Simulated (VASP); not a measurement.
Set up this calculation in VASP 6.6.1, as the native input.

| Property | Result |
| --- | --- |
| Task | single point |
| Functional | r2SCAN |
| Potentials or basis | VASP PAW PBE potentials, release 64 (Si, Ga_d) |
| Cutoff | 520 eV |
| k mesh | 11 × 11 × 6 |
| Occupations | fermi-dirac, width 0.1 eV |
| Spin | no spin polarisation |
| Dipole correction | no |
| Further INCAR settings | ALGO = Normal; EDIFF = 1e-06; NBANDS = 25 |

The system is GaSi.

```xyz
4
Lattice="1.7394 3.0128 0.0000 -1.7394 3.0128 0.0000 0.0000 0.0000 5.7091" Properties=species:S:1:pos:R:3 pbc="T T T"
Si    0.0000    4.0170    0.0000
Si    0.0000    2.0085    2.8546
Ga    0.0000    4.0170    2.1409
Ga    0.0000    2.0085    4.9955
```

One way to write it, as run:

POSCAR

```
GaSi
1.0
    1.7394220000      3.0127620000      0.0000000000
   -1.7394220000      3.0127620000      0.0000000000
    0.0000000000      0.0000000000      5.7091030000
Si Ga
2 2
Direct
    0.6666700000      0.6666600000      0.0000000000
    0.3333400000      0.3333300000      0.5000000000
    0.6666700000      0.6666600000      0.3750000000
    0.3333400000      0.3333300000      0.8750000000
```

INCAR.step1

```
  ALGO = Normal
  EDIFF = 1E-4
  ENCUT = 520
  GGA = PE
  ISMEAR = -1
  LASPH = True
  LCHARG = False
  LREAL = False
  LWAVE = True
  NBANDS = 25
  NELM = 80
  PREC = Accurate
  SIGMA = 0.1
```

INCAR.step2

```
  ALGO = Normal
  EDIFF = 1E-6
  ENCUT = 520
  ISIF = 2
  ISMEAR = -1
  ISTART = 1
  LASPH = True
  LCHARG = True
  LELF = True
  LMIXTAU = True
  LREAL = False
  LVHAR = True
  LWAVE = False
  METAGGA = R2SCAN
  NBANDS = 25
  NELM = 80
  PREC = Accurate
  SIGMA = 0.1
```

KPOINTS

```
k-points
0
Gamma
  11 11 6
```

Potentials or basis: VASP PAW PBE potentials, release 64 (Si, Ga_d).

Run with:

```console
$ cat potpaw_PBE.64/Si/POTCAR potpaw_PBE.64/Ga_d/POTCAR > POTCAR
$ cp INCAR.step1 INCAR
$ mpirun -np 1 vasp_std > vasp.out
$ cp INCAR.step2 INCAR
$ mpirun -np 1 vasp_std > vasp.out
```

Results of the run:

```json
{"Pressure": "57.7 GPa", "Largest force": "0.360 eV/Å", "Band gap on the k mesh": "zero (bands 17 and 18 overlap by 5.55 eV)"}
```

Caveat: the cell stands under pressure; the PAW data sets were made with another functional, which shifts forces and pressure a little.

Wall time 7.3 min on 1 thread of Intel(R) Xeon(R) Platinum 8488C (Sapphire Rapids), with other jobs on the host, peak memory 0.31 GiB.
